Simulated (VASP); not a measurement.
**Re: single point with PBEsol**

The system is Re.

```xyz
2
Lattice="2.7503 0.0000 0.0000 -1.3751 2.3818 -0.1310 0.0000 -0.2444 4.4433" Properties=species:S:1:pos:R:3 pbc="T T T"
Re    0.0000    1.5268    1.0235
Re    1.3751    0.6107    3.2888
```

This cell differs from its parent crystal: engineering shear strain xz +0.0000, engineering shear strain yz -0.1100.

* Program: VASP 6.6.1
* Task: single point
* Functional: PBEsol
* Potentials or basis: VASP PAW PBE potentials, release 64 (Re)
* Cutoff: 520 eV
* k mesh: 18 × 18 × 10
* Occupations: gaussian, width 0.15 eV
* Spin: no spin polarisation

* Pressure: 3.5 GPa
* Largest force: 0.129 eV/Å
* Band gap on the k mesh: zero (band 7 reaches 9.66 eV, above the bottom of band 8 at 6.60 eV)

Forces on the atoms (eV/Å):
```
Re   0.000 -0.123 -0.040
Re   0.000  0.123  0.040
```

Stress tensor (GPa, compression positive):
```
 4.07  0.00  0.00
 0.00  2.11 17.96
 0.00 17.96  4.46
```

Levels at points of the mesh, in eV from the Fermi level:
| k point | band 3 | band 4 | band 5 | band 6 | band 7 | band 8 | band 9 | band 10 | band 11 | band 12 |
| --- | --- | --- | --- | --- | --- | --- | --- | --- | --- | --- |
| (0.00, 0.00, 0.00) | -2.01 | -1.73 | -1.71 | -0.97 | -0.92 | 0.15 | 0.40 | 0.60 | 3.05 | 3.25 |
| (0.50, 0.00, 0.00) | -5.46 | -2.56 | -1.87 | -1.56 | -0.09 | 3.96 | 4.01 | 4.44 | 6.14 | 7.03 |
| (0.00, 0.50, 0.00) | -5.50 | -2.18 | -1.96 | -1.79 | -0.10 | 3.96 | 4.24 | 4.63 | 6.05 | 6.91 |
| (0.00, 0.00, 0.50) | -2.79 | -2.78 | -1.95 | -1.77 | -1.62 | -1.41 | 1.58 | 1.69 | 3.15 | 3.30 |
| (0.50, 0.00, 0.50) | -4.46 | -4.15 | 0.17 | 0.32 | 0.60 | 1.15 | 4.05 | 4.27 | 4.86 | 4.94 |
| (0.00, 0.50, 0.50) | -4.59 | -3.97 | 0.07 | 0.21 | 0.48 | 1.34 | 3.94 | 4.50 | 4.70 | 4.88 |

It took 4.4 min on 1 thread of Intel(R) Xeon(R) Platinum 8488C (Sapphire Rapids), with other jobs on the host, peak memory 0.4 GiB.

Caveat: the cell differs from its parent crystal (engineering shear strain xz +0.0000, engineering shear strain yz -0.1100); the PAW data sets were made with another functional, which shifts forces and pressure a little; spin-orbit coupling is left out, which moves the levels of the heavy elements.
